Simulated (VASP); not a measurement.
# W (Pm-3n) in VASP: further runs

Runs on W. Level: r2SCAN. Tasks: single point.

Everything below comes from runs of VASP 6.6.1. Logs are shortened: lines on timing, memory, paths and dates and some standing lists are left out, and cuts for length are marked.

**1. The cell of the first run**

It takes space group Pm-3n (No. 223, cubic). The conventional cell has a = 5.103 Å, b = 5.103 Å, c = 5.103 Å, α = 90.00°, β = 90.00°, γ = 90.00°. W (site symmetry m-3) has 12 W at 2.85 Å within 3.8 Å. W (site symmetry -4m2) has 14 W at 2.55 to 3.12 Å within 3.4 Å.

**2. Single point, r2SCAN (16.61 Å³/atom)**

POSCAR reads:

```
W
1.0
    5.1030653080      0.0000000000      0.0000000000
    0.0000000000      5.1030653080      0.0000000000
    0.0000000000      0.0000000000      5.1030653080
W
8
Direct
    0.0000000000      0.0000000000      0.0000000000
    0.5000000000      0.5000000000      0.5000000000
    0.0000000000      0.5000000000      0.2500000000
    0.0000000000      0.5000000000      0.7500000000
    0.2500000000      0.0000000000      0.5000000000
    0.7500000000      0.0000000000      0.5000000000
    0.5000000000      0.7500000000      0.0000000000
    0.5000000000      0.2500000000      0.0000000000
```

INCAR.step1 reads:

```
  PREC = Accurate
  ENCUT = 520
  ISMEAR = 0
  SIGMA = 0.1
  LREAL = F
  LASPH = T
  NELM = 80
  NBANDS = 66
  GGA = PE
  ALGO = Normal
  EDIFF = 1E-4
  LWAVE = T
  LCHARG = F
```

INCAR.step2 reads:

```
  PREC = Accurate
  ENCUT = 520
  EDIFF = 1E-7
  ISMEAR = 0
  SIGMA = 0.1
  LREAL = F
  LASPH = T
  NELM = 80
  ALGO = Normal
  ISIF = 2
  LWAVE = F
  LCHARG = F
  METAGGA = R2SCAN
  LMIXTAU = T
  NBANDS = 66
  ISTART = 1
```

KPOINTS reads:

```
Automatic mesh
0
Gamma
  8 8 8
```

Potentials or basis: VASP PAW PBE potentials, release 64 (W_sv).

Command:

```
> cat potpaw_PBE.64/W_sv/POTCAR > POTCAR
> cp INCAR.step1 INCAR
> mpirun -np 1 vasp_std > vasp.out
> cp INCAR.step2 INCAR
> mpirun -np 1 vasp_std > vasp.out
```

OUTCAR:

```text
PREC = Accurate
   ENCUT = 520
   EDIFF = 1E-7
   ISMEAR = 0
   LREAL = F
   LASPH = T
   NELM = 80
   ISIF = 2
   METAGGA = R2SCAN
   ISTART = 1

 ion  position               nearest neighbor table
   1  0.000  0.000  0.000-   3 2.85   4 2.85   5 2.85   6 2.85   7 2.85   8 2.85   5 2.85   6 2.85
                             3 2.85   4 2.85   7 2.85   8 2.85
   2  0.500  0.500  0.500-   3 2.85   4 2.85   5 2.85   6 2.85   7 2.85   8 2.85   7 2.85   8 2.85
                             5 2.85   6 2.85   3 2.85   4 2.85
   3  0.000  0.500  0.250-   4 2.55   4 2.55   1 2.85   2 2.85   1 2.85   2 2.85   8 3.12   5 3.12
                             6 3.12   5 3.12   6 3.12   7 3.12   7 3.12   8 3.12
   4  0.000  0.500  0.750-   3 2.55   3 2.55   1 2.85   2 2.85   1 2.85   2 2.85   8 3.12   5 3.12
                             6 3.12   5 3.12   6 3.12   7 3.12   7 3.12   8 3.12
   5  0.250  0.000  0.500-   6 2.55   6 2.55   1 2.85   1 2.85   2 2.85   2 2.85   8 3.12   4 3.12
                             7 3.12   8 3.12   3 3.12   3 3.12   4 3.12   7 3.12
   6  0.750  0.000  0.500-   5 2.55   5 2.55   1 2.85   1 2.85   2 2.85   2 2.85   8 3.12   4 3.12
                             7 3.12   8 3.12   3 3.12   3 3.12   4 3.12   7 3.12
   7  0.500  0.750  0.000-   8 2.55   8 2.55   1 2.85   2 2.85   2 2.85   1 2.85   3 3.12   4 3.12
                             5 3.12   6 3.12   5 3.12   6 3.12   3 3.12   4 3.12
   8  0.500  0.250  0.000-   7 2.55   7 2.55   1 2.85   2 2.85   2 2.85   1 2.85   3 3.12   4 3.12
                             5 3.12   6 3.12   5 3.12   6 3.12   3 3.12   4 3.12

  LATTYP: Found a simple cubic cell.
 ALAT       =     5.1030653080

  Lattice vectors:

 A1 = (   5.1030653080,   0.0000000000,   0.0000000000)
 A2 = (   0.0000000000,   5.1030653080,   0.0000000000)
 A3 = (   0.0000000000,   0.0000000000,   5.1030653080)

Analysis of symmetry for initial positions (statically):
=====================================================================
 Subroutine PRICEL returns:
 Original cell was already a primitive cell.

 Routine SETGRP: Setting up the symmetry group for a
 simple cubic supercell.

 Subroutine GETGRP returns: Found 48 space group operations
 (whereof 24 operations were pure point group operations)
 out of a pool of 48 trial point group operations.

The static configuration has the point symmetry T_h .
 The point group associated with its full space group is O_h .

Analysis of symmetry for dynamics (positions and initial velocities):
=====================================================================
 Subroutine PRICEL returns:
 Original cell was already a primitive cell.

 Routine SETGRP: Setting up the symmetry group for a
 simple cubic supercell.

 Subroutine GETGRP returns: Found 48 space group operations
 (whereof 24 operations were pure point group operations)
 out of a pool of 48 trial point group operations.

The dynamic configuration has the point symmetry T_h .
 The point group associated with its full space group is O_h .

 Subroutine INISYM returns: Found 48 space group operations
 (whereof 24 operations are pure point group operations),
 and found     1 'primitive' translations

----------------------------------------------------------------------------------------

                                     Primitive cell

  volume of cell :     132.8903

  direct lattice vectors                    reciprocal lattice vectors
     5.103065308  0.000000000  0.000000000     0.195960651  0.000000000  0.000000000
     0.000000000  5.103065308  0.000000000     0.000000000  0.195960651  0.000000000
     0.000000000  0.000000000  5.103065308     0.000000000  0.000000000  0.195960651

  length of vectors
     5.103065308  5.103065308  5.103065308     0.195960651  0.195960651  0.195960651

  position of ions in fractional coordinates (direct lattice)
     0.000000000  0.000000000  0.000000000
     0.500000000  0.500000000  0.500000000
     0.000000000  0.500000000  0.250000000
     0.000000000  0.500000000  0.750000000
     0.250000000  0.000000000  0.500000000
     0.750000000  0.000000000  0.500000000
     0.500000000  0.750000000  0.000000000
     0.500000000  0.250000000  0.000000000

  ion indices of the primitive-cell ions
   primitive index   ion index
                 1           1
                 2           2
                 3           3
                 4           4
                 5           5
                 6           6
                 7           7
                 8           8

----------------------------------------------------------------------------------------

 KPOINTS: Automatic mesh

Automatic generation of k-mesh.
 Grid dimensions read from file:
 generate k-points for:    8    8    8

 Generating k-lattice:

  Cartesian coordinates                     Fractional coordinates (reciprocal lattice)
     0.024495081  0.000000000  0.000000000     0.125000000  0.000000000  0.000000000
     0.000000000  0.024495081  0.000000000     0.000000000  0.125000000  0.000000000
     0.000000000  0.000000000  0.024495081     0.000000000  0.000000000  0.125000000

  Length of vectors
     0.024495081  0.024495081  0.024495081

  Shift w.r.t. Gamma in fractional coordinates (k-lattice)
     0.000000000  0.000000000  0.000000000

 Subroutine IBZKPT returns following result:
 ===========================================

 Found     35 irreducible k-points:

 Following reciprocal coordinates:
            Coordinates               Weight
  0.000000  0.000000  0.000000      1.000000
  0.125000  0.000000  0.000000      6.000000
  0.250000  0.000000  0.000000      6.000000
  0.375000  0.000000  0.000000      6.000000
  0.500000  0.000000  0.000000      3.000000
  0.125000  0.125000  0.000000     12.000000
[... 16 lines left out ...]
  0.375000  0.375000  0.125000     24.000000
  0.500000  0.375000  0.125000     24.000000
 [... further k-points ...]
   k-points           NKPTS =     35   k-points in BZ     NKDIM =     35   number of bands    NBANDS=     66
   number of dos      NEDOS =    301   number of ions     NIONS =      8
   total plane-waves  NPLWV =  64000
   dimension x,y,z NGX =    40 NGY =   40 NGZ =   40
   dimension x,y,z NGXF=    80 NGYF=   80 NGZF=   80
   ions per type =               8
   NGX,Y,Z   is equivalent  to a cutoff of  13.03, 13.03, 13.03 a.u.
   NGXF,Y,Z  is equivalent  to a cutoff of  26.06, 26.06, 26.06 a.u.
 SYSTEM =  unknown system
   PREC   = accura    normal or accurate (medium, high low for compatibility)
   ISTART =      1    job   : 0-new  1-cont  2-samecut
   ICHARG =      0    charge: 1-file 2-atom 10-const
   ISPIN  =      1    spin polarized calculation?
   LNONCOLLINEAR =      F non collinear calculations
   LSORBIT =      F    spin-orbit coupling
   LASPH  =      T    aspherical Exc in radial PAW
   ENCUT  =  520.0 eV  38.22 Ry    6.18 a.u.   9.49  9.49  9.49*2*pi/ulx,y,z
   NELM   =     80;   NELMIN=  2; NELMDL=  0     # of ELM steps
   EDIFF  = 0.1E-06   stopping-criterion for ELM
   LREAL  =      F    real-space projection
   EDIFFG = 0.1E-05   stopping-criterion for IOM
   NSW    =      0    number of steps for IOM
   IBRION =     -1    ionic relax: 0-MD 1-quasi-New 2-CG
   NFREE  =      0    steps in history (QN), initial steepest desc. (CG)
   ISIF   =      2    stress and relaxation
   ISYM   =      2    0-nonsym 1-usesym 2-fastsym
   POTIM  = 0.5000    time-step for ionic-motion
   TEBEG  =    0.0;   TEEND  =   0.0 temperature during run
   PSTRESS=    0.0 pullay stress
   NELECT =     112.0000    total number of electrons
   NUPDOWN=      -1.0000    fix difference up-down
   EMIN   =  10.00;   EMAX   =-10.00  energy-range for DOS
   EFERMI =   0.00;   METHOD = LEGACY
   ISMEAR =     0;   SIGMA  =   0.10  broadening in eV -4-tet -1-fermi 0-gaus
   EFERMI_NEDOS =   21; number of points for ismear=-14 and -15
   IALGO  =     38    algorithm
   IMIX   =      4    mixing-type and parameters
     AMIX     =   0.40;   BMIX     =  1.00
     AMIX_MAG =   1.60;   BMIX_MAG =  1.00
  volume/ion in A,a.u.               =      16.61       112.10
  Fermi-wavevector in a.u.,A,eV,Ry     =   1.546381  2.922236 32.535514  2.391293
  Thomas-Fermi vector in A             =   2.651625
   LORBIT       =      0    0 simple, 1 ext, 2 COOP (PROOUT), +10 PAW based schemes
   METAGGA = R2SCAN    functional components
   LHFCALC =     F    Hartree Fock is set to
   AEXX    =    0.0000 exact exchange contribution
   IVDW    =     0    specifies the selected vdW correction
   LEPSILON=     F    determine dielectric tensor
   LRPA    =     F    only Hartree local field effects (RPA)
 non-spin polarized calculation
 Gauss-broadening in eV      SIGMA  =   0.10
  energy-cutoff  :      520.00
  volume of cell :      132.89
 maximum number of plane-waves:      3695
 NGX is ok and might be reduce to    40
   NGX = 19   NGY = 19   NGZ = 19

 number of electron     112.0000009 magnetization

 Free energy of the ion-electron system (eV)
  ---------------------------------------------------
  ext. energy  EPLUGINS =         0.00000000
  ---------------------------------------------------
  free energy    TOTEN  =      -409.87114205 eV

  energy without entropy =     -409.86101138  energy(sigma->0) =     -409.86607672

 E-fermi :  10.4284     XC(G=0): -14.6418

 val. band max:       10.4083318277   @ k =   0.3750   0.3750   0.0000
 cond. band min:      10.4284786321   @ k =   0.5000   0.3750   0.2500
 fundamental gap:      0.0201468044
 Fermi energy:        10.4283825528

 k-point     1 :       0.0000    0.0000    0.0000
  band No.  band energies     occupation
      1     -65.6047      2.00000
      2     -65.5581      2.00000
      3     -65.5581      2.00000
      4     -65.4166      2.00000
      5     -65.4166      2.00000
      6     -65.4166      2.00000
[... 58 lines left out ...]
     65      12.2427      0.00000
     66      13.5539      0.00000

 k-point     2 :       0.1250    0.0000    0.0000
  band No.  band energies     occupation
      1     -65.6014      2.00000
      2     -65.5591      2.00000
      3     -65.5541      2.00000
      4     -65.4226      2.00000
      5     -65.4165      2.00000
      6     -65.4165      2.00000
[... 58 lines left out ...]
     65      13.1686      0.00000
     66      13.3777      0.00000

 k-point     3 :       0.2500    0.0000    0.0000
  band No.  band energies     occupation
      1     -65.5931      2.00000
      2     -65.5621      2.00000
      3     -65.5417      2.00000
      4     -65.4397      2.00000
      5     -65.4165      2.00000
      6     -65.4165      2.00000
[... 1438 lines left out ...]
     65      12.9180      0.00000
     66      13.2324      0.00000

 k-point    24 :       0.5000    0.3750    0.1250
  band No.  band energies     occupation
      1     -65.5647      2.00000
      2     -65.5271      2.00000
      3     -65.4954      2.00000
      4     -65.4922      2.00000
      5     -65.4638      2.00000
      6     -65.4224      2.00000
[... 58 lines left out ...]
     65      13.0003      0.00000
     66      13.2814      0.00000

 [... further k-points ...]

------------------------ aborting loop because EDIFF is reached ----------------------------------------

  FORCE on cell =-STRESS in cart. coord.  units (eV):
  Direction    XX          YY          ZZ          XY          YZ          ZX
  --------------------------------------------------------------------------------------
  -------------------------------------------------------------------------------------
  Total       -6.3496716     -6.3496716     -6.3496716      0.0000000     -0.0000000     -0.0000000
  in kB      -76.5541025    -76.5541025    -76.5541025      0.0000000     -0.0000000     -0.0000000
  external PRESSURE =     -76.5541025 kB  Pullay stress =       0.0000000 kB

 VOLUME and BASIS-vectors are now :
 -----------------------------------------------------------------------------
  energy-cutoff  :      520.00
  volume of cell :      132.89
      direct lattice vectors                 reciprocal lattice vectors
     5.103065308  0.000000000  0.000000000     0.195960651  0.000000000  0.000000000
     0.000000000  5.103065308  0.000000000     0.000000000  0.195960651  0.000000000
     0.000000000  0.000000000  5.103065308     0.000000000  0.000000000  0.195960651

 POSITION                                       TOTAL-FORCE (eV/Angst)
 -----------------------------------------------------------------------------------
      0.00000      0.00000      0.00000        -0.000000     -0.000000     -0.000000
      2.55153      2.55153      2.55153        -0.000000     -0.000000     -0.000000
      0.00000      2.55153      1.27577         0.000000      0.000000      0.000000
      0.00000      2.55153      3.82730        -0.000000      0.000000     -0.000000
      1.27577      0.00000      2.55153         0.000000     -0.000000     -0.000000
      3.82730      0.00000      2.55153        -0.000000      0.000000      0.000000
      2.55153      3.82730      0.00000        -0.000000     -0.000000      0.000000
      2.55153      1.27577      0.00000         0.000000     -0.000000      0.000000
 -----------------------------------------------------------------------------------
    total drift:                               -0.000000     -0.000000      0.000000

  FREE ENERGIE OF THE ION-ELECTRON SYSTEM (eV)
  ---------------------------------------------------
  free  energy   TOTEN  =      -409.8711420545 eV

  energy  without entropy=     -409.8610113835  energy(sigma->0) =     -409.86607672
```

It took 8.9 min on 1 thread of Intel Xeon Platinum 8559C (Emerald Rapids), shared host; peak memory 0.38 GiB.

What came out:

* Free energy: -409.8711 eV
* Pressure: -7.7 GPa
* Band gap on the k mesh: zero (bands 56 and 57 overlap by 0.70 eV)

Caveat: the cell stands under tension; the PAW data sets were made with another functional, which shifts forces and pressure a little; spin-orbit coupling is left out, which moves the levels of the heavy elements.

**3. Single point, r2SCAN**

This run uses another cell than the first one, of 16.13 Å³/atom.

POSCAR, as its differences from that of step 2:

```diff
@@ -2,5 +2,5 @@
 1.0
-    5.1030653080      0.0000000000      0.0000000000
-    0.0000000000      5.1030653080      0.0000000000
-    0.0000000000      0.0000000000      5.1030653080
+    5.0530320340      0.0000000000      0.0000000000
+    0.0000000000      5.0530320340      0.0000000000
+    0.0000000000      0.0000000000      5.0530320340
 W
```

INCAR.step1 reads:

```
PREC = Accurate
ENCUT = 520
ISMEAR = 0
SIGMA = 0.1
LREAL = False
LASPH = True
NELM = 80
NBANDS = 66
GGA = PE
ALGO = Normal
EDIFF = 1E-4
LWAVE = True
LCHARG = False
```

INCAR.step2 reads:

```
PREC = Accurate
ENCUT = 520
EDIFF = 1E-6
ISMEAR = 0
SIGMA = 0.1
LREAL = False
LASPH = True
NELM = 80
ALGO = Normal
ISIF = 2
LWAVE = False
LCHARG = True
METAGGA = R2SCAN
LMIXTAU = True
LELF = True
LVHAR = True
NBANDS = 66
ISTART = 1
```

KPOINTS is that of step 2.

Potentials or basis: VASP PAW PBE potentials, release 64 (W_sv).

Command:

```
> cat potpaw_PBE.64/W_sv/POTCAR > POTCAR
> cp INCAR.step1 INCAR
> mpirun -np 1 vasp_std > vasp.out
> cp INCAR.step2 INCAR
> mpirun -np 1 vasp_std > vasp.out
```

It took 7.5 min on 1 thread of Intel Xeon 6975P-C (Granite Rapids), shared host; peak memory 0.38 GiB.

Results (log left out):

- Free energy: -409.9495 eV
- Pressure: 1.2 GPa
- Band gap on the k mesh: zero (bands 56 and 57 overlap by 0.77 eV)

Levels at points of the mesh, in eV from the Fermi level:
```
           k point  band 53  band 54  band 55  band 56  band 57  band 58  band 59  band 60
(0.00, 0.00, 0.00)    -1.59    -1.59    -0.46    -0.46    -0.46     1.73     1.73     1.73
(0.50, 0.00, 0.00)    -1.27    -1.27    -0.98    -0.98     0.64     0.64     0.77     0.77
(0.50, 0.50, 0.00)    -1.26    -0.90    -0.90     0.25     0.25     0.25     0.53     0.94
(0.50, 0.50, 0.50)    -1.54    -1.54    -1.54    -1.54     1.43     1.43     1.43     1.43
```

Caveat: the PAW data sets were made with another functional, which shifts forces and pressure a little; spin-orbit coupling is left out, which moves the levels of the heavy elements.

The gap in the log of VASP goes by the Fermi energy; the results here count the filled bands.